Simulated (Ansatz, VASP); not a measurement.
LiF in VASP and in Ansatz

```
Li F
1.0
     0.00000    2.01339    2.01339
     2.01339    0.00000    2.01339
     2.01339    2.01339    0.00000
Li F
1 1
Direct
  0.00000 0.00000 0.00000
  0.50000 0.50000 0.50000
```

Alike in both runs: task single point; functional PBE; k mesh 8 × 8 × 8; no spin polarisation.

|  | VASP | Ansatz |
| --- | --- | --- |
| version | VASP 6.6.1 | Ansatz 0.2.0 |
| potentials or method | VASP PAW PBE potentials, release 64 (Li_sv, F) | plane waves, PAW |
| plane-wave cutoff (eV) | 520 | 420 |
| occupations | gaussian, width 0.01 eV | fixed |
| valence electrons in the cell | 10 | 10 |

```tsv
	VASP	Ansatz	Ansatz less VASP
gap on the k mesh at the Fermi level (eV)	9.10	9.10	+0.002
```

Noted on VASP's run: the cutoff is short for stress, so the pressure is rough.
